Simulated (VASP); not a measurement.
Here is a VASP 6.6.1 calculation.

Contents of INCAR:

```
SYSTEM = Ta
  ALGO = Normal
  EDIFF = 1E-6
  ENCUT = 500
  GGA = PE
  GGA_COMPAT = .FALSE.
  ISIF = 2
  ISMEAR = 0
  LASPH = .TRUE.
  LCHARG = .FALSE.
  LREAL = .FALSE.
  LWAVE = .FALSE.
  NBANDS = 18
  NELM = 120
  PREC = Accurate
  SIGMA = 0.15
```

The input KPOINTS:

```
k-points
0
G
  18 18 10
  0 0 0
```

Contents of POSCAR:

```
Ta
1.0
   -1.6512800000      1.6512800000      1.6512800000
    1.6512800000     -1.6512800000      1.6512800000
    3.3025600000      3.3025600000      0.0000000000
Ta
2
Direct
    0.0000000000      0.0000000000      0.0000000000
    0.5000000000      0.5000000000      0.5000000000
```

Potentials or basis: VASP PAW PBE potentials, release 64 (Ta_pv).

Launch:

```console
$ cat potpaw_PBE.64/Ta_pv/POTCAR > POTCAR
$ mpirun -np 1 vasp_std > vasp.out
```

Question: Estimate the band gap on the k mesh.

Answer: Zero (bands 11 and 12 overlap by 2.96 eV).

Question: What does it give for the pressure?

Answer: 3.1 GPa.

Caveat: the cell stands under pressure; spin-orbit coupling is left out, which moves the levels of the heavy elements.
